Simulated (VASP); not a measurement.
Set up this calculation in VASP 6.6.1, as the native input.

* Task: single point
* Functional: LDA
* Potentials or basis: VASP PAW LDA potentials, release 64 (Ba_sv, Ti_sv, O_h)
* Cutoff: 910 eV
* k mesh: 6 × 6 × 6
* Occupations: fermi-dirac, width 0.02 eV
* Spin: no spin polarisation
* Dipole correction: no
* Second run: hard_potentials
* Further INCAR settings: ALGO = Normal; EDIFF = 1e-06; NBANDS = 28

The structure of BaTiO3 lies in POSCAR:

```
BaTiO3
1.0
    3.9998000000      0.0000000000      0.0000000000
    0.0000000000      3.9998000000      0.0000000000
    0.0000000000      0.0000000000      4.0180000000
Ba Ti O
1 1 3
Direct
    0.0000000000      0.0000000000      0.0000000000
    0.5000000000      0.5000000000      0.5000000000
    0.5000000000      0.5000000000      0.0000000000
    0.5000000000      0.0000000000      0.5000000000
    0.0000000000      0.5000000000      0.5000000000
```

These files were run (other wordings do the same):

INCAR

```
PREC = Accurate
ENCUT = 910
EDIFF = 1E-6
ISMEAR = -1
SIGMA = 0.02
LREAL = F
LASPH = T
NELM = 120
ALGO = Normal
ISIF = 2
LWAVE = F
LCHARG = F
NBANDS = 28
GGA_COMPAT = F
```

KPOINTS

```
Automatic mesh
0
Gamma
  6 6 6
```

Potentials or basis: VASP PAW LDA potentials, release 64 (Ba_sv, Ti_sv, O_h).

Command:

```sh
$ cat potpaw_LDA.64/Ba_sv/POTCAR potpaw_LDA.64/Ti_sv/POTCAR potpaw_LDA.64/O_h/POTCAR > POTCAR
$ mpirun -np 1 vasp_std > vasp.out
```

It gave:

The pressure is -7.6 GPa and the band gap on the k mesh is 1.65 eV, indirect (least direct gap 1.79 eV).

Caveat: the cutoff is under 1.25 times the usual one of these potentials, so pressure, stress and relaxed cells hold a basis-set (Pulay) error; spin-orbit coupling is left out, which moves the levels of the heavy elements.

Wall time 74 s on 1 thread of Intel(R) Xeon(R) 6975P-C (Granite Rapids), on a shared host, peak memory 0.31 GiB.
